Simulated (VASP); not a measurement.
# ZnO (zincite) (P6_3mc) in VASP: a series of runs

The runs below take ZnO (zincite) through single point, with PBE.

Program: VASP 6.6.1. These are calculated values, not measurements. Logs are shortened: lines on timing, memory, paths and dates and some standing lists are left out, and cuts for length are marked.

**1. The cell of the first run**

Symmetry: P6_3mc, No. 186, hexagonal system. Conventional cell: a = 3.160 Å, b = 3.160 Å, c = 5.063 Å, α = 90.00°, β = 90.00°, γ = 120.00°. Zn (site symmetry 3m) has 4 O at 1.92 Å within 2.5 Å. O (site symmetry 3m) has 4 Zn at 1.92 Å within 2.5 Å.

**2. Single point, PBE**

The input, INCAR:

```
ALGO = Normal ; EDIFF = 1E-6
ENCUT = 520 ; GGA = PE
ISIF = 2 ; ISMEAR = 0
LASPH = T ; LCHARG = F
LREAL = F ; LWAVE = F
NBANDS = 26 ; NELM = 60
PREC = Accurate ; SIGMA = 0.01
```

The input, KPOINTS:

```
k-points
0
Gamma
  12 12 4
```

The input, POSCAR:

```
ZnO
1.0
    3.1602406537      0.0000000000      0.0000000000
   -1.5801203269      2.7368484230      0.0000000000
    0.0000000000      0.0000000000      5.0630144059
Zn O
2 2
Direct
    0.3333333333      0.6666666667      0.5000000000
    0.6666666667      0.3333333333      0.0000000000
    0.6666666667      0.3333333333      0.3790100000
    0.3333333333      0.6666666667      0.8790100000
```

Potentials or basis: VASP PAW PBE potentials, release 64 (Zn, O).

Run with:

```
$ cat potpaw_PBE.64/Zn/POTCAR potpaw_PBE.64/O/POTCAR > POTCAR
$ mpirun -np 1 vasp_std > vasp.out
```

OUTCAR:

```text
EDIFF = 1E-6
   ENCUT = 520
   GGA = PE
   ISIF = 2
   ISMEAR = 0
   LASPH = T
   LREAL = F
   NELM = 60
   PREC = Accurate

 ion  position               nearest neighbor table
   1  0.333  0.667  0.500-   4 1.92   3 1.92   3 1.92   3 1.92
   2  0.667  0.333  0.000-   3 1.92   4 1.92   4 1.92   4 1.92
   3  0.667  0.333  0.379-   2 1.92   1 1.92   1 1.92   1 1.92
   4  0.333  0.667  0.879-   1 1.92   2 1.92   2 1.92   2 1.92

  LATTYP: Found a hexagonal cell.
 ALAT       =     3.1602406537
 C/A-ratio  =     1.6020977390

  Lattice vectors:

 A1 = (   3.1602406537,   0.0000000000,   0.0000000000)
 A2 = (  -1.5801203269,   2.7368484230,   0.0000000000)
 A3 = (   0.0000000000,   0.0000000000,   5.0630144059)

Analysis of symmetry for initial positions (statically):
=====================================================================
 Subroutine PRICEL returns:
 Original cell was already a primitive cell.

 Routine SETGRP: Setting up the symmetry group for a
 hexagonal supercell.

 Subroutine GETGRP returns: Found 12 space group operations
 (whereof  6 operations were pure point group operations)
 out of a pool of 24 trial point group operations.

The static configuration has the point symmetry C_3v.
 The point group associated with its full space group is C_6v.

Analysis of symmetry for dynamics (positions and initial velocities):
=====================================================================
 Subroutine PRICEL returns:
 Original cell was already a primitive cell.

 Routine SETGRP: Setting up the symmetry group for a
 hexagonal supercell.

 Subroutine GETGRP returns: Found 12 space group operations
 (whereof  6 operations were pure point group operations)
 out of a pool of 24 trial point group operations.

The dynamic configuration has the point symmetry C_3v.
 The point group associated with its full space group is C_6v.

 Subroutine INISYM returns: Found 12 space group operations
 (whereof  6 operations are pure point group operations),
 and found     1 'primitive' translations

----------------------------------------------------------------------------------------

                                     Primitive cell

  volume of cell :      43.7905

[... 82 lines left out ...]
 SYSTEM =  unknown system
   PREC   = accura    normal or accurate (medium, high low for compatibility)
   ISTART =      0    job   : 0-new  1-cont  2-samecut
   ICHARG =      2    charge: 1-file 2-atom 10-const
   ISPIN  =      1    spin polarized calculation?
   LNONCOLLINEAR =      F non collinear calculations
   LSORBIT =      F    spin-orbit coupling
   LASPH  =      T    aspherical Exc in radial PAW
   ENCUT  =  520.0 eV  38.22 Ry    6.18 a.u.   5.88  5.88  9.41*2*pi/ulx,y,z
   NELM   =     60;   NELMIN=  2; NELMDL= -5     # of ELM steps
   EDIFF  = 0.1E-05   stopping-criterion for ELM
   LREAL  =      F    real-space projection
   EDIFFG = 0.1E-04   stopping-criterion for IOM
   NSW    =      0    number of steps for IOM
   IBRION =     -1    ionic relax: 0-MD 1-quasi-New 2-CG
   NFREE  =      0    steps in history (QN), initial steepest desc. (CG)
   ISIF   =      2    stress and relaxation
   ISYM   =      2    0-nonsym 1-usesym 2-fastsym
   POTIM  = 0.5000    time-step for ionic-motion
   TEBEG  =    0.0;   TEEND  =   0.0 temperature during run
   PSTRESS=    0.0 pullay stress
   NELECT =      36.0000    total number of electrons
   NUPDOWN=      -1.0000    fix difference up-down
   EMIN   =  10.00;   EMAX   =-10.00  energy-range for DOS
   EFERMI =   0.00;   METHOD = LEGACY
   ISMEAR =     0;   SIGMA  =   0.01  broadening in eV -4-tet -1-fermi 0-gaus
   EFERMI_NEDOS =   21; number of points for ismear=-14 and -15
   IALGO  =     38    algorithm
   IMIX   =      4    mixing-type and parameters
     AMIX     =   0.40;   BMIX     =  1.00
     AMIX_MAG =   1.60;   BMIX_MAG =  1.00
  volume/ion in A,a.u.               =      10.95        73.88
  Fermi-wavevector in a.u.,A,eV,Ry     =   1.533613  2.898107 32.000458  2.351967
  Thomas-Fermi vector in A             =   2.640655
   LORBIT       =      0    0 simple, 1 ext, 2 COOP (PROOUT), +10 PAW based schemes
   GGA     = PE    functional components
   LHFCALC =     F    Hartree Fock is set to
   AEXX    =    0.0000 exact exchange contribution
   IVDW    =     0    specifies the selected vdW correction
   LEPSILON=     F    determine dielectric tensor
   LRPA    =     F    only Hartree local field effects (RPA)
 non-spin polarized calculation
 Gauss-broadening in eV      SIGMA  =   0.01
  energy-cutoff  :      520.00
  volume of cell :       43.79
 maximum number of plane-waves:      1194
 NGX is ok and might be reduce to    24
   NGX = 11   NGY = 11   NGZ = 19

 number of electron      35.9999969 magnetization

 Free energy of the ion-electron system (eV)
  ---------------------------------------------------
  ext. energy  EPLUGINS =         0.00000000
  ---------------------------------------------------
  free energy    TOTEN  =       -17.50582398 eV

  energy without entropy =      -17.50582398  energy(sigma->0) =      -17.50582398

 E-fermi :   2.0839     XC(G=0): -11.3646

 val. band max:        2.0023640739   @ k =   0.0000   0.0000   0.0000
 cond. band min:       2.9133847062   @ k =   0.0000   0.0000   0.0000
 fundamental gap:      0.9110206323
 Fermi energy:         2.0838807147

 k-point     1 :       0.0000    0.0000    0.0000
  band No.  band energies     occupation
      1     -16.8067      2.00000
      2     -15.9377      2.00000
      3      -4.3159      2.00000
      4      -4.1399      2.00000
      5      -4.1399      2.00000
      6      -4.0889      2.00000
[... 685 lines left out ...]
     25      15.9123      0.00000
     26      16.4950      0.00000

 [... further k-points ...]
[... 5 lines left out ...]
  --------------------------------------------------------------------------------------
  -------------------------------------------------------------------------------------
  Total        5.6472761      5.6472750      6.2670319     -0.0000000      0.0000000      0.0000000
  in kB      206.6186587    206.6186187    229.2938585     -0.0000000      0.0000000      0.0000000
  external PRESSURE =     214.1770453 kB  Pullay stress =       0.0000000 kB

 VOLUME and BASIS-vectors are now :
 -----------------------------------------------------------------------------
  energy-cutoff  :      520.00
  volume of cell :       43.79
      direct lattice vectors                 reciprocal lattice vectors
     3.160240654  0.000000000  0.000000000     0.316431598  0.182691886  0.000000000
    -1.580120327  2.736848423  0.000000000     0.000000000  0.365383772  0.000000000
     0.000000000  0.000000000  5.063014406     0.000000000  0.000000000  0.197510795

 POSITION                                       TOTAL-FORCE (eV/Angst)
 -----------------------------------------------------------------------------------
     -0.00000      1.82457      2.53151        -0.000000      0.000000     -0.106555
      1.58012      0.91228      0.00000        -0.000000     -0.000000     -0.106555
      1.58012      0.91228      1.91893         0.000000     -0.000000      0.106555
     -0.00000      1.82457      4.45044         0.000000      0.000000      0.106555
 -----------------------------------------------------------------------------------
    total drift:                                0.000000      0.000000      0.000984

  FREE ENERGIE OF THE ION-ELECTRON SYSTEM (eV)
  ---------------------------------------------------
  free  energy   TOTEN  =       -17.5058239801 eV

  energy  without entropy=      -17.5058239801  energy(sigma->0) =      -17.50582398
```

OSZICAR:

```text
N       E                     dE             d eps       ncg     rms          rms(c)
DAV:   1     0.296808573575E+03    0.29681E+03   -0.18294E+04  3052   0.208E+03
DAV:   2     0.104861765639E+02   -0.28632E+03   -0.26794E+03  3066   0.416E+02
DAV:   3    -0.202031974074E+02   -0.30689E+02   -0.30291E+02  3314   0.139E+02
DAV:   4    -0.207769239300E+02   -0.57373E+00   -0.57256E+00  3278   0.192E+01
DAV:   5    -0.207796798078E+02   -0.27559E-02   -0.27558E-02  3142   0.138E+00    0.168E+01
DAV:   6    -0.173168489162E+02    0.34628E+01   -0.63037E+00  4486   0.595E+01    0.106E+01
DAV:   7    -0.175418362842E+02   -0.22499E+00   -0.30099E+00  3014   0.166E+01    0.617E+00
DAV:   8    -0.175532674698E+02   -0.11431E-01   -0.45158E-01  4396   0.780E+00    0.162E+00
DAV:   9    -0.175029311064E+02    0.50336E-01   -0.10446E-01  4404   0.670E+00    0.277E-01
DAV:  10    -0.175058075063E+02   -0.28764E-02   -0.36997E-02  3002   0.133E+00    0.146E-01
DAV:  11    -0.175057831870E+02    0.24319E-04   -0.50048E-04  3650   0.239E-01    0.445E-02
DAV:  12    -0.175058288671E+02   -0.45680E-04   -0.76325E-05  3116   0.663E-02    0.277E-02
DAV:  13    -0.175058255837E+02    0.32833E-05   -0.11893E-05  4054   0.463E-02    0.915E-03
DAV:  14    -0.175058241547E+02    0.14290E-05   -0.52676E-06  3218   0.194E-02    0.176E-03
DAV:  15    -0.175058239801E+02    0.17462E-06   -0.13383E-07  1508   0.614E-03
   1 F= -.17505824E+02 E0= -.17505824E+02  d E =-.270792E-33
```

Wall time 45 s (1 thread of Intel Xeon 6975P-C, shared host); peak memory 0.19 GiB.

Results:

* Free energy: -17.5058 eV
* Pressure: 21.4 GPa
* Largest force: 0.107 eV/Å
* Band gap on the k mesh: 0.91 eV, direct

Forces in eV/Å, atoms in the order of the input:
```
Zn   0.000  0.000 -0.107
Zn   0.000  0.000 -0.107
O    0.000  0.000  0.107
O    0.000  0.000  0.107
```

**3. Single point, PBE**

This run uses another cell than the first one, of 11.26 Å³/atom, 1.029 times its volume.

The input, INCAR:

```
SYSTEM = ZnO
PREC = Accurate
ENCUT = 520
EDIFF = 1E-7
ISMEAR = 0
SIGMA = 0.01
LREAL = .False.
LASPH = .True.
NELM = 100
ALGO = Normal
ISIF = 2
LWAVE = .False.
LCHARG = .True.
GGA = PE
LELF = .True.
LVHAR = .True.
NBANDS = 26
```

The input, KPOINTS:

```
Automatic mesh
0
Gamma
  12 12 4
  0 0 0
```

The input, POSCAR:

```
ZnO
1.0
    3.1904840287      0.0000000000      0.0000000000
   -1.5952420144      2.7630399515      0.0000000000
    0.0000000000      0.0000000000      5.1114672486
Zn O
2 2
Direct
    0.3333333333      0.6666666667      0.5000000000
    0.6666666667      0.3333333333      0.0000000000
    0.6666666667      0.3333333333      0.3790100000
    0.3333333333      0.6666666667      0.8790100000
```

Potentials or basis: VASP PAW PBE potentials, release 64 (Zn, O).

Run with:

```
$ cat potpaw_PBE.64/Zn/POTCAR potpaw_PBE.64/O/POTCAR > POTCAR
$ mpirun -np 1 vasp_std > vasp.out
```

OUTCAR:

```text
SYSTEM = ZnO
   PREC = Accurate
   ENCUT = 520
   EDIFF = 1E-7
   ISMEAR = 0
   LREAL = .False.
   LASPH = .True.
   NELM = 100
   ISIF = 2
   GGA = PE

 ion  position               nearest neighbor table
   1  0.333  0.667  0.500-   4 1.94   3 1.94   3 1.94   3 1.94
   2  0.667  0.333  0.000-   3 1.94   4 1.94   4 1.94   4 1.94
   3  0.667  0.333  0.379-   2 1.94   1 1.94   1 1.94   1 1.94
   4  0.333  0.667  0.879-   1 1.94   2 1.94   2 1.94   2 1.94

  LATTYP: Found a hexagonal cell.
 ALAT       =     3.1904840287
 C/A-ratio  =     1.6020977390

[... 889 lines left out ...]

 [... further k-points ...]
[... 5 lines left out ...]
  --------------------------------------------------------------------------------------
  -------------------------------------------------------------------------------------
  Total        4.1770182      4.1770174      4.7568390     -0.0000000      0.0000000      0.0000000
  in kB      148.5209198    148.5208910    169.1374230     -0.0000000      0.0000000      0.0000000
  external PRESSURE =     155.3930779 kB  Pullay stress =       0.0000000 kB

 VOLUME and BASIS-vectors are now :
 -----------------------------------------------------------------------------
  energy-cutoff  :      520.00
  volume of cell :       45.06
      direct lattice vectors                 reciprocal lattice vectors
     3.190484029  0.000000000  0.000000000     0.313432066  0.180960105  0.000000000
    -1.595242014  2.763039952  0.000000000     0.000000000  0.361920210  0.000000000
     0.000000000  0.000000000  5.111467249     0.000000000  0.000000000  0.195638542

 POSITION                                       TOTAL-FORCE (eV/Angst)
 -----------------------------------------------------------------------------------
     -0.00000      1.84203      2.55573        -0.000000      0.000000     -0.094840
      1.59524      0.92101      0.00000         0.000000      0.000000     -0.094840
      1.59524      0.92101      1.93730         0.000000      0.000000      0.094840
     -0.00000      1.84203      4.49303         0.000000      0.000000      0.094840
 -----------------------------------------------------------------------------------
    total drift:                                0.000001      0.000001      0.001150

  FREE ENERGIE OF THE ION-ELECTRON SYSTEM (eV)
  ---------------------------------------------------
  free  energy   TOTEN  =       -17.6529224226 eV

  energy  without entropy=      -17.6529224226  energy(sigma->0) =      -17.65292242
```

OSZICAR:

```text
N       E                     dE             d eps       ncg     rms          rms(c)
DAV:   1     0.293090654110E+03    0.29309E+03   -0.18219E+04  3028   0.206E+03
DAV:   2     0.960661423139E+01   -0.28348E+03   -0.26555E+03  3074   0.411E+02
DAV:   3    -0.203635508164E+02   -0.29970E+02   -0.29593E+02  3300   0.137E+02
DAV:   4    -0.209073161889E+02   -0.54377E+00   -0.54272E+00  3250   0.187E+01
DAV:   5    -0.209100116859E+02   -0.26955E-02   -0.26953E-02  3228   0.137E+00    0.160E+01
DAV:   6    -0.174675167608E+02    0.34425E+01   -0.63812E+00  4546   0.601E+01    0.999E+00
DAV:   7    -0.176895783602E+02   -0.22206E+00   -0.29924E+00  3016   0.167E+01    0.589E+00
DAV:   8    -0.177014284806E+02   -0.11850E-01   -0.47107E-01  4376   0.780E+00    0.163E+00
DAV:   9    -0.176499935695E+02    0.51435E-01   -0.10639E-01  4416   0.668E+00    0.283E-01
DAV:  10    -0.176528713465E+02   -0.28778E-02   -0.37528E-02  3006   0.133E+00    0.141E-01
DAV:  11    -0.176528795239E+02   -0.81773E-05   -0.49663E-04  3202   0.202E-01    0.393E-02
DAV:  12    -0.176529245185E+02   -0.44995E-04   -0.60393E-05  3174   0.841E-02    0.247E-02
DAV:  13    -0.176529251611E+02   -0.64262E-06   -0.12263E-05  3250   0.316E-02    0.125E-02
DAV:  14    -0.176529227453E+02    0.24159E-05   -0.42920E-06  4368   0.282E-02    0.247E-03
DAV:  15    -0.176529224681E+02    0.27719E-06   -0.14555E-06  3354   0.119E-02    0.102E-03
DAV:  16    -0.176529224226E+02    0.45452E-07   -0.21647E-08  1556   0.187E-03
   1 F= -.17652922E+02 E0= -.17652922E+02  d E =-.389091E-66
```

It took 49 s on 1 thread of Intel Xeon 6975P-C, shared host; peak memory 0.19 GiB.

What came out:

- Free energy: -17.6529 eV
- Pressure: 15.5 GPa
- Largest force: 0.095 eV/Å
- Band gap on the k mesh: 0.87 eV, direct

Forces in eV/Å, atoms in the order of the input:
```
Zn   0.000  0.000 -0.095
Zn   0.000  0.000 -0.095
O    0.000  0.000  0.095
O    0.000  0.000  0.095
```

Stress tensor (GPa, compression positive):
```
14.85  0.00  0.00
 0.00 14.85  0.00
 0.00  0.00 16.91
```

Levels at points of the mesh, in eV from the valence-band top:
| k point | band 14 | band 15 | band 16 | band 17 | band 18 | band 19 | band 20 | band 21 | band 22 | band 23 |
| --- | --- | --- | --- | --- | --- | --- | --- | --- | --- | --- |
| (0.00, 0.00, 0.00) | -0.88 | -0.88 | -0.09 | 0.00 | 0.00 | 0.87 | 5.41 | 8.45 | 13.13 | 13.13 |
| (0.50, 0.00, 0.00) | -3.72 | -2.98 | -2.47 | -1.37 | -0.90 | 6.01 | 6.92 | 7.68 | 8.85 | 10.95 |
| (0.00, 0.00, 0.50) | -2.26 | -0.43 | -0.43 | -0.43 | -0.43 | 3.59 | 3.59 | 10.34 | 10.34 | 13.42 |
| (0.50, 0.00, 0.50) | -3.85 | -1.63 | -1.63 | -1.45 | -1.45 | 5.81 | 5.81 | 8.74 | 8.74 | 11.55 |
